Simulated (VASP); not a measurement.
The system is Zn2O.

```
Zn O
1.0
     3.10000    0.00000    0.00000
    -1.55000    2.68468    0.00000
     0.00000    0.00000    9.40000
Zn O
4 2
Direct
  0.33333 0.66667 0.27500
  0.66667 0.33333 0.55000
  0.00000 0.00000 0.00000
  0.33333 0.66667 0.77500
  0.00000 0.00000 0.20700
  0.33333 0.66667 0.48200
```

```yaml
Program: VASP 6.6.1
Task: relaxation of cell and atoms
Functional: PBE
Potentials_or_basis: VASP PAW PBE potentials, release 64 (Zn, O)
Cutoff: 600 eV
k_mesh: 6 × 6 × 2
Occupations: gaussian, width 0.2 eV
Spin: no spin polarisation
```

At the start: pressure 12.3 GPa; volume 13.04 Å³/atom.

**Question.** Where does the relaxation end?

**Answer.** Over 8 steps the energy falls by 100.4 meV/atom and the volume is 13.99 Å³/atom (+7.3 %); space group P3m1 (No. 156, to 0.1 Å) before and after.

The path:
```
step  energy change (eV)  largest force (eV/Å)  pressure (GPa)  volume (Å³)
   1              0.0000                1.8909           12.34        78.23
   2             -0.3990                0.6371           -4.06        90.16
   3             -0.4401                0.6186           -1.03        87.05
   4             -0.4894                0.5036           -0.95        86.48
   5             -0.5696                0.7929           -0.06        84.76
   6             -0.5992                0.2328           -0.13        84.28
   7             -0.6011                0.1001           -0.18        84.12
   8             -0.6022                0.0518            0.11        83.93
```

Final structure:
```xyz
6
Lattice="3.2049 0.0000 0.0000 -1.6025 2.7756 0.0000 0.0000 0.0000 9.4353" Properties=species:S:1:pos:R:3 pbc="T T T"
Zn    0.0000    1.8504    2.5591
Zn    1.6025    0.9252    5.3751
Zn    0.0000    0.0000    9.2821
Zn    0.0000    1.8504    7.4825
O     0.0000    0.0000    1.8093
O     0.0000    1.8504    4.5246
```

Caveat: the k points lie up to 0.38 Å⁻¹ apart in the final cell; the relaxation stopped at a loose force limit of 0.08 eV/Å, so its end isn't a converged minimum.
